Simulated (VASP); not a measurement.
A run of VASP 6.6.1 is set up as follows.

File INCAR:

```
SYSTEM = SiC
PREC     = Accurate       ! precision mode
ENCUT    = 520            ! plane-wave cutoff, eV
EDIFF    = 1E-8           ! SCF threshold, eV
ISMEAR   = -1             ! smearing method
SIGMA    = 0.05           ! smearing width, eV
LREAL    = .False.        ! projectors in reciprocal space
LASPH    = .True.         ! aspherical terms in the spheres
NELM     = 60             ! most SCF steps
ALGO     = Normal         ! electronic algorithm
ISIF     = 2              ! what is computed and relaxed
LWAVE    = .False.        ! write WAVECAR
LCHARG   = .False.        ! write CHGCAR
GGA      = PE             ! functional
LEFG     = .True.       
NBANDS   = 11             ! bands
```

Contents of KPOINTS:

```
regular mesh
0
Gamma
  16 16 16
  0 0 0
```

Contents of POSCAR:

```
SiC
1.0
    0.0000000000      2.1087800000      2.1740000000
    2.1087800000      0.0000000000      2.1740000000
    2.1087800000      2.1087800000      0.0000000000
Si C
1 1
Direct
    0.0000000000      0.0000000000      0.0000000000
    0.7500000000      0.7500000000      0.7500000000
```

Potentials or basis: VASP PAW PBE potentials, release 64 (Si, C).

The run is started by

```sh
$ cat potpaw_PBE.64/Si/POTCAR potpaw_PBE.64/C/POTCAR > POTCAR
$ mpirun -np 1 vasp_std > vasp.out
```

Q: Estimate the pressure.

A: 20.5 GPa.

Q: Estimate the band gap on the k mesh.

A: 1.12 eV, indirect (least direct gap 4.57 eV).

Stress tensor (GPa, compression positive):
```
23.29  0.00  0.00
 0.00 23.29  0.00
 0.00  0.00 14.86
```

Caveat: the cell differs from its parent crystal (x and y stretched by -3 %, z held); without QUAD_EFG the Cq values of the log hold for a quadrupole moment of 1 mb, not for the nuclei. A k mesh can miss the band edges.
